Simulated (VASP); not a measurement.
TiO2:

```
CELL_PARAMETERS angstrom
4.59984 0.00000 0.00000
0.00000 4.59984 0.00000
0.00000 0.00000 2.95921
ATOMIC_POSITIONS crystal
Ti 0.00000 0.00000 0.50000
Ti 0.50000 0.50000 0.00000
O 0.30432 0.30432 0.50000
O 0.19568 0.80432 0.00000
O 0.80432 0.19568 0.00000
O 0.69568 0.69568 0.50000
```

| Item | Value |
| --- | --- |
| Program | VASP 6.6.1 |
| Task | relaxation of cell and atoms |
| Functional | PBEsol |
| Potentials or basis | VASP PAW PBE potentials, release 64 (Ti_sv, O) |
| Cutoff | 600 eV |
| k mesh | 6 × 6 × 9 |
| Occupations | fermi-dirac, width 0.05 eV |
| Spin | no spin polarisation |
| Hubbard terms | Ti d U = 8.0 eV |

At the start: pressure 13.2 GPa; volume 10.44 Å³/atom.

Where does the relaxation end?

Over 10 steps the energy falls by 23.7 meV/atom and the volume is 10.96 Å³/atom (+5.1 %); space group P4_2/mnm (No. 136, to 0.1 Å) before and after.

Step by step:
```tsv
step	energy change (eV)	largest force (eV/Å)	pressure (GPa)	volume (Å³)
1	0.0000	0.1907	13.15	62.61
2	0.1221	0.4890	-14.83	70.69
3	-0.1374	0.1697	-0.36	65.86
4	-0.1374	0.1639	-0.24	65.79
5	-0.1374	0.1581	-0.02	65.72
6	-0.1418	0.0285	0.16	65.73
7	-0.1421	0.0142	0.17	65.73
8	-0.1421	0.0179	0.18	65.73
9	-0.1421	0.0039	-0.27	65.84
10	-0.1422	0.0065	-0.04	65.78
```

Final structure:
```xyz
6
Lattice="4.6478 0.0000 0.0000 0.0000 4.6478 0.0000 0.0000 0.0000 3.0452" Properties=species:S:1:pos:R:3 pbc="T T T"
Ti    0.0000    0.0000    1.5226
Ti    2.3239    2.3239    0.0000
O     1.4179    1.4179    1.5226
O     0.9060    3.7418    0.0000
O     3.7418    0.9060    0.0000
O     3.2299    3.2299    1.5226
```

Caveat: the PAW data sets were made with another functional, which shifts forces and pressure a little.
